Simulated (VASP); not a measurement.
# Ta (I4/mmm) in VASP: notebook

Ta is run at these levels: PBE; tasks: single point.

Everything below comes from runs of VASP 6.6.1. Logs are shortened: lines on timing, memory, paths and dates and some standing lists are left out, and cuts for length are marked.

## 1. The cell of the first run

Symmetry: I4/mmm, No. 139, tetragonal system. Conventional cell: a = 3.041 Å, b = 3.041 Å, c = 3.638 Å, α = 90.00°, β = 90.00°, γ = 90.00°. Within 3.7 Å of Ta (site symmetry 4/mmm) lie 14 Ta at 2.82 to 3.64 Å.

## 2. Single point, PBE (volume 16.818 Å^3 an atom, c/a of the conventional cell 1.1964)

INCAR

```
SYSTEM = Ta
PREC     = Accurate       ! precision mode
ENCUT    = 520            ! plane-wave cutoff, eV
EDIFF    = 1E-6           ! SCF threshold, eV
ISMEAR   = 0              ! smearing method
SIGMA    = 0.15           ! smearing width, eV
LREAL    = .False.        ! projectors in reciprocal space
LASPH    = .True.         ! aspherical terms in the spheres
NELM     = 100            ! most SCF steps
ALGO     = Fast           ! electronic algorithm
ISIF     = 2              ! what is computed and relaxed
LWAVE    = .False.        ! write WAVECAR
LCHARG   = .False.        ! write CHGCAR
GGA      = PE             ! functional
NBANDS   = 12             ! bands
```

KPOINTS

```
regular mesh
0
Gamma
  20 20 20
  0 0 0
```

POSCAR

```
Ta
1.0
   -1.5203584217      1.5203584217      1.8189568158
    1.5203584217     -1.5203584217      1.8189568158
    1.5203584217      1.5203584217     -1.8189568158
Ta
1
Direct
    0.0000000000      0.0000000000      0.0000000000
```

Potentials or basis: VASP PAW PBE potentials, release 64 (Ta_pv).

Launch:

```sh
cat potpaw_PBE.64/Ta_pv/POTCAR > POTCAR
mpirun -np 1 vasp_std > vasp.out
```

OUTCAR:

```text
SYSTEM = Ta
   PREC = Accurate
   ENCUT = 520
   EDIFF = 1E-6
   ISMEAR = 0
   LREAL = .False.
   LASPH = .True.
   NELM = 100
   ISIF = 2
   GGA = PE

 ion  position               nearest neighbor table
   1  0.000  0.000  0.000-

  LATTYP: Found a body centered tetragonal cell.
 ALAT       =     3.0407168434
 C/A-ratio  =     1.1964000001

  Lattice vectors:

 A1 = (  -1.5203584217,   1.5203584217,   1.8189568158)
 A2 = (   1.5203584217,  -1.5203584217,   1.8189568158)
 A3 = (   1.5203584217,   1.5203584217,  -1.8189568158)

Analysis of symmetry for initial positions (statically):
=====================================================================
 Subroutine PRICEL returns:
 Original cell was already a primitive cell.

 Routine SETGRP: Setting up the symmetry group for a
 body centered tetragonal supercell.

 Subroutine GETGRP returns: Found 16 space group operations
 (whereof 16 operations were pure point group operations)
 out of a pool of 16 trial point group operations.

The static configuration has the point symmetry D_4h.

Analysis of symmetry for dynamics (positions and initial velocities):
=====================================================================
 Subroutine PRICEL returns:
 Original cell was already a primitive cell.

 Routine SETGRP: Setting up the symmetry group for a
 body centered tetragonal supercell.

 Subroutine GETGRP returns: Found 16 space group operations
 (whereof 16 operations were pure point group operations)
 out of a pool of 16 trial point group operations.

The dynamic configuration has the point symmetry D_4h.

 Subroutine INISYM returns: Found 16 space group operations
 (whereof 16 operations are pure point group operations),
 and found     1 'primitive' translations

----------------------------------------------------------------------------------------

                                     Primitive cell

  volume of cell :      16.8180

  direct lattice vectors                    reciprocal lattice vectors
    -1.520358422  1.520358422  1.818956816     0.000000000  0.328869820  0.274882832
     1.520358422 -1.520358422  1.818956816     0.328869820  0.000000000  0.274882832
     1.520358422  1.520358422 -1.818956816     0.328869820  0.328869820  0.000000000

  length of vectors
     2.816306688  2.816306688  2.816306688     0.428620962  0.428620962  0.465092159

  position of ions in fractional coordinates (direct lattice)
     0.000000000  0.000000000  0.000000000

  ion indices of the primitive-cell ions
   primitive index   ion index
                 1           1

----------------------------------------------------------------------------------------

 KPOINTS: regular mesh

Automatic generation of k-mesh.
 Grid dimensions read from file:
 generate k-points for:   20   20   20

 Generating k-lattice:

  Cartesian coordinates                     Fractional coordinates (reciprocal lattice)
     0.000000000  0.016443491  0.013744142     0.050000000  0.000000000 -0.000000000
     0.016443491  0.000000000  0.013744142     0.000000000  0.050000000 -0.000000000
     0.016443491  0.016443491  0.000000000     0.000000000  0.000000000  0.050000000

  Length of vectors
     0.021431048  0.021431048  0.023254608

  Shift w.r.t. Gamma in fractional coordinates (k-lattice)
     0.000000000  0.000000000  0.000000000

 Subroutine IBZKPT returns following result:
 ===========================================

 Found    641 irreducible k-points:

 Following reciprocal coordinates:
            Coordinates               Weight
  0.000000  0.000000  0.000000      1.000000
  0.050000 -0.000000  0.000000      8.000000
  0.100000 -0.000000  0.000000      8.000000
  0.150000 -0.000000  0.000000      8.000000
  0.200000 -0.000000  0.000000      8.000000
  0.250000 -0.000000  0.000000      8.000000
[... 16 lines left out ...]
 -0.400000  0.050000  0.000000     16.000000
 -0.350000  0.050000  0.000000     16.000000
 [... further k-points ...]
   k-points           NKPTS =    641   k-points in BZ     NKDIM =    641   number of bands    NBANDS=     12
   number of dos      NEDOS =    301   number of ions     NIONS =      1
   total plane-waves  NPLWV =  13824
   dimension x,y,z NGX =    24 NGY =   24 NGZ =   24
   dimension x,y,z NGXF=    48 NGYF=   48 NGZF=   48
   ions per type =               1
   NGX,Y,Z   is equivalent  to a cutoff of  14.17, 14.17, 14.17 a.u.
   NGXF,Y,Z  is equivalent  to a cutoff of  28.33, 28.33, 28.33 a.u.
 SYSTEM =  Ta
   PREC   = accura    normal or accurate (medium, high low for compatibility)
   ISTART =      0    job   : 0-new  1-cont  2-samecut
   ICHARG =      2    charge: 1-file 2-atom 10-const
   ISPIN  =      1    spin polarized calculation?
   LNONCOLLINEAR =      F non collinear calculations
   LSORBIT =      F    spin-orbit coupling
   LASPH  =      T    aspherical Exc in radial PAW
   ENCUT  =  520.0 eV  38.22 Ry    6.18 a.u.   5.24  5.24  5.24*2*pi/ulx,y,z
   NELM   =    100;   NELMIN=  2; NELMDL= -5     # of ELM steps
   EDIFF  = 0.1E-05   stopping-criterion for ELM
   LREAL  =      F    real-space projection
   EDIFFG = 0.1E-04   stopping-criterion for IOM
   NSW    =      0    number of steps for IOM
   IBRION =     -1    ionic relax: 0-MD 1-quasi-New 2-CG
   NFREE  =      0    steps in history (QN), initial steepest desc. (CG)
   ISIF   =      2    stress and relaxation
   ISYM   =      2    0-nonsym 1-usesym 2-fastsym
   POTIM  = 0.5000    time-step for ionic-motion
   TEBEG  =    0.0;   TEEND  =   0.0 temperature during run
   PSTRESS=    0.0 pullay stress
   NELECT =      11.0000    total number of electrons
   NUPDOWN=      -1.0000    fix difference up-down
   EMIN   =  10.00;   EMAX   =-10.00  energy-range for DOS
   EFERMI =   0.00;   METHOD = LEGACY
   ISMEAR =     0;   SIGMA  =   0.15  broadening in eV -4-tet -1-fermi 0-gaus
   EFERMI_NEDOS =   21; number of points for ismear=-14 and -15
   IALGO  =     68    algorithm
   IMIX   =      4    mixing-type and parameters
     AMIX     =   0.40;   BMIX     =  1.00
     AMIX_MAG =   1.60;   BMIX_MAG =  1.00
  volume/ion in A,a.u.               =      16.82       113.49
  Fermi-wavevector in a.u.,A,eV,Ry     =   1.421066  2.685426 27.475997  2.019429
  Thomas-Fermi vector in A             =   2.541915
   LORBIT       =      0    0 simple, 1 ext, 2 COOP (PROOUT), +10 PAW based schemes
   GGA     = PE    functional components
   LHFCALC =     F    Hartree Fock is set to
   AEXX    =    0.0000 exact exchange contribution
   IVDW    =     0    specifies the selected vdW correction
   LEPSILON=     F    determine dielectric tensor
   LRPA    =     F    only Hartree local field effects (RPA)
 non-spin polarized calculation
 RMM-DIIS sequential band-by-band and
 Gauss-broadening in eV      SIGMA  =   0.15
  energy-cutoff  :      520.00
  volume of cell :       16.82
 maximum number of plane-waves:       468
 NGX is ok and might be reduce to    24
   NGX = 11   NGY = 11   NGZ = 11

 number of electron      11.0000002 magnetization

 Free energy of the ion-electron system (eV)
  ---------------------------------------------------
  ext. energy  EPLUGINS =         0.00000000
  ---------------------------------------------------
  free energy    TOTEN  =       -11.59863706 eV

  energy without entropy =      -11.58556943  energy(sigma->0) =      -11.59210324

 E-fermi :   6.2451     XC(G=0): -12.9712

 val. band max:        6.2444449653   @ k =  -0.2500   0.2500   0.1000
 cond. band min:       6.2475708308   @ k =  -0.2000   0.5000   0.0500
 fundamental gap:      0.0031258655
 Fermi energy:         6.2451102908

 k-point     1 :       0.0000    0.0000    0.0000
  band No.  band energies     occupation
      1     -26.7391      2.00000
      2     -26.7249      2.00000
      3     -26.7249      2.00000
      4      -2.1165      2.00000
      5       6.4162      0.10682
      6       6.4162      0.10682
      7       8.5216      0.00000
      8       8.5721      0.00000
      9      11.2813      0.00000
     10      19.7262      0.00000
     11      22.8441      0.00000
     12      22.8441      0.00000

 k-point     2 :       0.0500   -0.0000    0.0000
  band No.  band energies     occupation
      1     -26.7724      2.00000
      2     -26.7338      2.00000
      3     -26.7327      2.00000
      4      -1.9991      2.00000
      5       6.3961      0.15448
      6       6.4617      0.04114
      7       8.4750      0.00000
      8       8.5562      0.00000
      9      11.2029      0.00000
     10      19.9732      0.00000
     11      22.8953      0.00000
     12      23.0505      0.00000

 k-point     3 :       0.1000   -0.0000    0.0000
  band No.  band energies     occupation
      1     -26.8862      2.00000
      2     -26.7594      2.00000
      3     -26.7366      2.00000
      4      -1.6579      2.00000
      5       6.3110      0.53465
      6       6.5568      0.00330
      7       8.3919      0.00000
      8       8.5632      0.00000
      9      11.0068      0.00000
     10      20.6223      0.00000
     11      20.9915      0.00000
     12      22.9072      0.00000
[... 286 lines left out ...]
 k-point    23 :      -0.4000    0.0500    0.0000
  band No.  band energies     occupation
      1     -28.0141      2.00000
      2     -27.0360      2.00000
      3     -26.7913      2.00000
      4       1.3688      2.00000
      5       5.5393      2.00000
      6       6.3753      0.21949
      7       8.4405      0.00000
      8      11.7128      0.00000
      9      12.4968      0.00000
     10      18.7512      0.00000
     11      20.6996      0.00000
     12      21.0394      0.00000

 k-point    24 :      -0.3500    0.0500    0.0000
  band No.  band energies     occupation
      1     -27.8452      2.00000
      2     -26.9900      2.00000
      3     -26.7883      2.00000
      4       1.1264      2.00000
      5       5.7650      1.99999
      6       5.8732      1.99955
      7       8.4716      0.00000
      8      11.1774      0.00000
      9      11.6151      0.00000
     10      19.3425      0.00000
     11      20.9869      0.00000
     12      22.1867      0.00000

 [... further k-points ...]

------------------------ aborting loop because EDIFF is reached ----------------------------------------

  FORCE on cell =-STRESS in cart. coord.  units (eV):
  Direction    XX          YY          ZZ          XY          YZ          ZX
  --------------------------------------------------------------------------------------
  -------------------------------------------------------------------------------------
  Total        3.0215745      3.0215745      0.9728246      0.0000000      0.0000000      0.0000000
  in kB      287.8521884    287.8521884     92.6767430      0.0000000      0.0000000      0.0000000
  external PRESSURE =     222.7937066 kB  Pullay stress =       0.0000000 kB

 VOLUME and BASIS-vectors are now :
 -----------------------------------------------------------------------------
  energy-cutoff  :      520.00
  volume of cell :       16.82
      direct lattice vectors                 reciprocal lattice vectors
    -1.520358422  1.520358422  1.818956816     0.000000000  0.328869820  0.274882832
     1.520358422 -1.520358422  1.818956816     0.328869820  0.000000000  0.274882832
     1.520358422  1.520358422 -1.818956816     0.328869820  0.328869820  0.000000000

 POSITION                                       TOTAL-FORCE (eV/Angst)
 -----------------------------------------------------------------------------------
      0.00000      0.00000      0.00000        -0.000000      0.000000      0.000000
 -----------------------------------------------------------------------------------
    total drift:                               -0.000000      0.000000      0.000000

  FREE ENERGIE OF THE ION-ELECTRON SYSTEM (eV)
  ---------------------------------------------------
  free  energy   TOTEN  =       -11.5986370589 eV

  energy  without entropy=      -11.5855694296  energy(sigma->0) =      -11.59210324
```

Wall time 50 s (1 thread of Intel Xeon 6975P-C (Granite Rapids), shared host); peak memory 0.24 GiB.

Results:

```yaml
Free_energy: -11.5986 eV
Pressure: 22.3 GPa
```

Stress tensor (GPa, compression positive):
```
28.79  0.00  0.00
 0.00 28.79  0.00
 0.00  0.00  9.27
```

Caveat: spin-orbit coupling is left out, which moves the levels of the heavy elements.

## 3. Single point, PBE (volume 16.818 Å^3 an atom, c/a of the conventional cell 1.3484)

INCAR

```
SYSTEM = Ta
  PREC = Accurate
  ENCUT = 520
  EDIFF = 1E-7
  ISMEAR = 0
  SIGMA = 0.15
  LREAL = .FALSE.
  LASPH = .TRUE.
  NELM = 100
  ALGO = Fast
  ISIF = 2
  LWAVE = .FALSE.
  LCHARG = .TRUE.
  GGA = PE
  LELF = .TRUE.
  LVHAR = .TRUE.
  NBANDS = 12
```

KPOINTS

```
Automatic mesh
0
G
  20 20 20
  0 0 0
```

POSCAR

```
Ta
1.0
   -1.4609382875      1.4609382875      1.9699291869
    1.4609382875     -1.4609382875      1.9699291869
    1.4609382875      1.4609382875     -1.9699291869
Ta
1
Direct
    0.0000000000      0.0000000000      0.0000000000
```

Potentials or basis: VASP PAW PBE potentials, release 64 (Ta_pv).

Launch:

```sh
cat potpaw_PBE.64/Ta_pv/POTCAR > POTCAR
mpirun -np 1 vasp_std > vasp.out
```

It took 67 s on 1 thread of Intel Xeon 6975P-C (Granite Rapids), shared host; peak memory 0.24 GiB.

It converged, with:

```yaml
Free_energy: -11.4450 eV
Pressure: 26.1 GPa
```

Stress tensor (GPa, compression positive):
```
29.93  0.00  0.00
 0.00 29.93  0.00
 0.00  0.00 18.39
```

Levels at points of the mesh, in eV from the Fermi level:
```tsv
k point	band 1	band 2	band 3	band 4	band 5	band 6	band 7	band 8	band 9	band 10
(0.00, 0.00, 0.00)	-33.20	-33.19	-33.19	-8.57	0.20	0.20	0.87	3.38	4.33	12.83
(0.50, 0.00, 0.00)	-34.66	-33.43	-33.34	-5.08	-0.25	0.53	1.13	6.37	6.86	11.70
(0.50, 0.50, 0.00)	-34.56	-33.75	-33.61	-5.06	-3.85	3.31	6.56	7.05	7.78	11.98
(0.50, 0.50, 0.50)	-34.57	-33.79	-33.79	-5.01	-4.01	4.25	6.58	7.44	7.44	11.66
```

Caveat: spin-orbit coupling is left out, which moves the levels of the heavy elements.

## 4. Single point, PBE (volume 19.011 Å^3 an atom, c/a of the conventional cell 1.2701)

INCAR

```
SYSTEM = Ta
PREC = Accurate
ENCUT = 520
EDIFF = 1E-6
ISMEAR = 0
SIGMA = 0.15
LREAL = .FALSE.
LASPH = .TRUE.
NELM = 80
ALGO = Fast
ISIF = 2
LWAVE = .FALSE.
LCHARG = .TRUE.
GGA = PE
LELF = .TRUE.
LVHAR = .TRUE.
NBANDS = 12
```

KPOINTS

```
regular mesh
0
G
  20 20 20
  0 0 0
```

POSCAR

```
Ta
1.0
   -1.5525145707      1.5525145707      1.9718487563
    1.5525145707     -1.5525145707      1.9718487563
    1.5525145707      1.5525145707     -1.9718487563
Ta
1
Direct
    0.0000000000      0.0000000000      0.0000000000
```

Launch:

```sh
cat potpaw_PBE.64/Ta_pv/POTCAR > POTCAR
mpirun -np 1 vasp_std > vasp.out
```

Run time: 67 s. Hardware: 1 thread of Intel Xeon 6975P-C, shared host; peak memory 0.26 GiB.

Results (log left out):

```yaml
Free_energy: -11.6406 eV
Pressure: -3.4 GPa
```

Stress tensor (GPa, compression positive):
```
  0.79   0.00   0.00
  0.00   0.79   0.00
  0.00   0.00 -11.84
```

Levels at points of the mesh, in eV from the Fermi level:
```csv
k point,band 3,band 4,band 5,band 6,band 7,band 8
"(0.00, 0.00, 0.00)",-33.55,-7.97,0.22,0.22,1.49,2.53
"(0.50, 0.00, 0.00)",-33.62,-4.46,-0.39,0.77,1.17,5.28
"(0.50, 0.50, 0.00)",-33.76,-4.28,-2.99,2.30,5.50,5.76
"(0.50, 0.50, 0.50)",-34.02,-4.09,-3.35,4.28,5.76,6.44
```

Caveat: spin-orbit coupling is left out, which moves the levels of the heavy elements.

## 5. Single point, PBE (volume 19.011 Å^3 an atom, c/a of the conventional cell 1.1964)

Changes to INCAR since step 4:

```diff
@@ -8,3 +8,3 @@
 LASPH = .TRUE.
-NELM = 80
+NELM = 100
 ALGO = Fast
```

KPOINTS

```
Automatic mesh
0
G
  20 20 20
  0 0 0
```

POSCAR

```
Ta
1.0
   -1.5837605542      1.5837605542      1.8948111271
    1.5837605542     -1.5837605542      1.8948111271
    1.5837605542      1.5837605542     -1.8948111271
Ta
1
Direct
    0.0000000000      0.0000000000      0.0000000000
```

Launch:

```sh
cat potpaw_PBE.64/Ta_pv/POTCAR > POTCAR
mpirun -np 1 vasp_std > vasp.out
```

It took 74 s on 1 thread of Intel Xeon 6975P-C, shared host; peak memory 0.26 GiB.

Results (log left out):

```
Free energy : -11.7023 eV
Pressure    : -4.7 GPa
```

Stress tensor (GPa, compression positive):
```
 -0.48   0.00   0.00
  0.00  -0.48   0.00
  0.00   0.00 -13.11
```

Levels at points of the mesh, in eV from the Fermi level:
| k point | band 2 | band 3 | band 4 | band 5 | band 6 | band 7 | band 8 | band 9 |
| --- | --- | --- | --- | --- | --- | --- | --- | --- |
| (0.00, 0.00, 0.00) | -33.44 | -33.44 | -7.87 | 0.26 | 0.26 | 2.10 | 2.12 | 4.43 |
| (0.50, 0.00, 0.00) | -33.68 | -33.48 | -4.34 | -0.65 | 0.92 | 1.81 | 5.08 | 6.62 |
| (0.50, 0.50, 0.00) | -33.84 | -33.58 | -4.21 | -2.67 | 2.08 | 5.21 | 5.50 | 7.23 |
| (0.50, 0.50, 0.50) | -33.98 | -33.98 | -3.91 | -3.35 | 5.22 | 5.91 | 6.49 | 6.49 |

Caveat: spin-orbit coupling is left out, which moves the levels of the heavy elements.

## 6. Summary

```csv
cell,further INCAR settings,gap on the mesh (eV),pressure (GPa)
"a = 2.816 Å, angles 114.7, 114.7, 99.5°, 1 atom",ALGO = Fast; EDIFF = 1e-06; NBANDS = 12,none,22.3
"a = 2.855 Å, angles 118.4, 118.4, 92.7°, 1 atom",ALGO = Fast; EDIFF = 1e-07; NBANDS = 12,none,26.1
"a = 2.951 Å, angles 116.5, 116.5, 96.1°, 1 atom",ALGO = Fast; EDIFF = 1e-06; NBANDS = 12,none,-3.4
"a = 2.934 Å, angles 114.7, 114.7, 99.5°, 1 atom",ALGO = Fast; EDIFF = 1e-06; NBANDS = 12,none,-4.7
```

Alike in all rows: task single point; level PBE; potentials or basis VASP PAW PBE potentials, release 64 (Ta_pv); no spin polarisation; k mesh 20 × 20 × 20; cutoff (eV) 520; smearing gaussian 0.15 eV.

Caveats: spin-orbit coupling is left out, which moves the levels of the heavy elements.

Total energies depend on the potentials used, so only differences within one code and one set of settings carry meaning.
